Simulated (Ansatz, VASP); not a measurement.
**One calculation of In, two programs**

```
CELL_PARAMETERS angstrom
2.79065 0.00000 0.00000
-1.39533 2.41678 0.00000
0.00000 0.00000 4.53096
ATOMIC_POSITIONS crystal
In 0.33333 0.66667 0.25000
In 0.66667 0.33333 0.75000
```

Change from the starting cell: volume scaled by 0.55, PAW files.

Alike in both runs: task single point; functional PBE; k mesh 13 × 13 × 7; occupations fermi-dirac, width 0.08 eV; no spin polarisation.

|  | VASP | Ansatz |
| --- | --- | --- |
| version | VASP 6.6.1 | Ansatz 0.2.0 |
| potentials or method | VASP PAW PBE potentials, release 64 (In_d) | PAW with Ansatz's default frozen-core files, scalar-relativistic |
| plane-wave cutoff (eV) | 520 | 420 |
| valence electrons in the cell | 26 | 26 |

VASP gave:

| Quantity | Value |
| --- | --- |
| pressure (GPa) | 95.0 |

Question: What did Ansatz give for the same quantities?

Answer: Pressure (GPa): 94.8.

Both programs put the cell under a high pressure, so it lies far from rest at this level. With one functional, cell and mesh, what is left measures potentials, basis and numerics.

Noted on VASP's run: the cell as given lies far from equilibrium.
